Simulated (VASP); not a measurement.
Input of a VASP 6.6.1 run:

Contents of INCAR:

```
ALGO = Normal
EDIFF = 1E-7
ENCUT = 520
GGA = PE
ISIF = 2
ISMEAR = -1
LASPH = True
LCHARG = False
LREAL = False
LWAVE = False
NBANDS = 26
NELM = 100
PREC = Accurate
SIGMA = 0.05
```

KPOINTS

```
k-points
0
Gamma
  11 11 6
```

POSCAR

```
GaN
1.0
    3.0052395080      0.0000000000      0.0000000000
   -1.5026197540      2.6026137584      0.0000000000
    0.0000000000      0.0000000000      5.0954465959
Ga N
2 2
Direct
    0.0000000000      0.0000000000      0.0000000000
    0.0000000000      0.0000000000      0.5000000000
    0.3333333333      0.6666666667      0.2500000000
    0.6666666667      0.3333333333      0.7500000000
```

Potentials or basis: VASP PAW PBE potentials, release 64 (Ga_d, N).

Command:

```sh
$ cat potpaw_PBE.64/Ga_d/POTCAR potpaw_PBE.64/N/POTCAR > POTCAR
$ mpirun -np 1 vasp_std > vasp.out
```

(1) Predict the pressure.

(2) Predict the band gap on the k mesh.

## Answers

(1) 0.7 GPa.

(2) 1.25 eV (least direct gap 1.36 eV).

Caveat: an odd mesh through Γ misses points on the zone boundary, where band edges can lie.
